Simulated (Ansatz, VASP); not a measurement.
## Ga in VASP and in Ansatz

File INCAR:

```
SYSTEM = Ga
ALGO = Fast
EDIFF = 1E-7
ENCUT = 520
ISIF = 2
ISMEAR = -1
LASPH = .True.
LCHARG = .False.
LREAL = .False.
LWAVE = .False.
NBANDS = 12
NELM = 60
PREC = Accurate
SIGMA = 0.05
```

The input KPOINTS:

```
k-points
0
Gamma
  8 8 8
  0 0 0
```

Contents of POSCAR:

```
Ga
1.0
   -1.3843987196      1.3843987196      2.3112238365
    1.3843987196     -1.3843987196      2.3112238365
    1.3843987196      1.3843987196     -2.3112238365
Ga
1
Direct
    0.0000000000      0.0000000000      0.0000000000
```

File input.yaml:

```yaml
crystal:
  lattice:
    - [-1.3843987196, 1.3843987196, 2.3112238365]
    - [1.3843987196, -1.3843987196, 2.3112238365]
    - [1.3843987196, 1.3843987196, -2.3112238365]
  atoms:
    - { symbol: Ga, position: [0.0, 0.0, 0.0] }
hamiltonian:
  xc: lda
  pseudopotentials: { kind: paw }
kpoints:
  mp_grid: { grid: [8, 8, 8] }
scf:
  occupations: { method: fermi_dirac, width: 0.05 }
  n_extra_bands: 6
output:
  forces: true
  stress: true
  eigenvalues: true
  dos: { projected: true, de: 0.05, nscf_kmesh: { grid: [12, 12, 12] } }
```

Alike in both runs: functional LDA; k mesh 8 × 8 × 8; occupations fermi-dirac, width 0.05 eV; no spin polarisation.

```csv
,VASP,Ansatz
version,VASP 6.6.1,Ansatz 0.2.0
potentials or method,"VASP PAW LDA potentials, release 64 (Ga_d)",Ansatz PAW
plane-wave cutoff (eV),520,420
valence electrons in the cell,13,13
task,single point,projected density of states
```

```csv
,VASP,Ansatz,Ansatz less VASP
gap on the k mesh at the Fermi level (eV),none,none,-
pressure (GPa),-2.2,-2.2,+0.04
"traceless stress, the component that is largest in VASP (GPa)",1.23,1.27,+0.037
```

LDA's correlation is that of Perdew and Zunger in VASP and of Perdew and Wang (1992) in Ansatz. A gap of «none» marks a metal or a gap that the smearing closes.

The k mesh is coarse, so the values compare programs but aren't converged.
